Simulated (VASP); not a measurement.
Input of a VASP 6.6.1 run:

Contents of INCAR:

```
SYSTEM = Bi2B3Br
  PREC = Accurate
  ENCUT = 520
  EDIFF = 1E-6
  ISMEAR = 0
  SIGMA = 0.1
  LREAL = .FALSE.
  LASPH = .TRUE.
  NELM = 60
  ALGO = Normal
  ISIF = 2
  LWAVE = .FALSE.
  LCHARG = .FALSE.
  GGA = PE
  NBANDS = 32
```

KPOINTS

```
Automatic mesh
0
G
  4 4 4
  0 0 0
```

POSCAR

```
Bi2B3Br
1.0
    5.7772311282      0.0000000000      0.0000000000
    0.0000000000      5.7772311282      0.0000000000
    0.0000000000      0.0000000000      4.6750679491
B Bi Br
3 2 1
Direct
    0.0000000000      0.0000000000      0.8341725895
    0.0000000000      0.0000000000      0.1658274105
    0.0000000000      0.0000000000      0.5000000000
    0.0000000000      0.5000000000      0.0000000000
    0.5000000000      0.0000000000      0.0000000000
    0.5000000000      0.5000000000      0.0000000000
```

Potentials or basis: VASP PAW PBE potentials, release 64 (B, Bi_d, Br).

Launch:

```sh
$ cat potpaw_PBE.64/B/POTCAR potpaw_PBE.64/Bi_d/POTCAR potpaw_PBE.64/Br/POTCAR > POTCAR
$ mpirun -np 1 vasp_std > vasp.out
```

Q: Estimate the largest force.

A: 0.005 eV/Å.

Q: Predict the band gap on the k mesh.

A: Zero (bands 23 and 24 overlap by 1.75 eV).

Forces in eV/Å, atoms in the order of the input:
```
B    0.000  0.000 -0.005
B    0.000  0.000  0.005
B    0.000  0.000  0.000
Bi   0.000  0.000  0.000
Bi   0.000  0.000  0.000
Br   0.000  0.000  0.000
```

Caveat: spin-orbit coupling is left out, which moves the levels of the heavy elements.
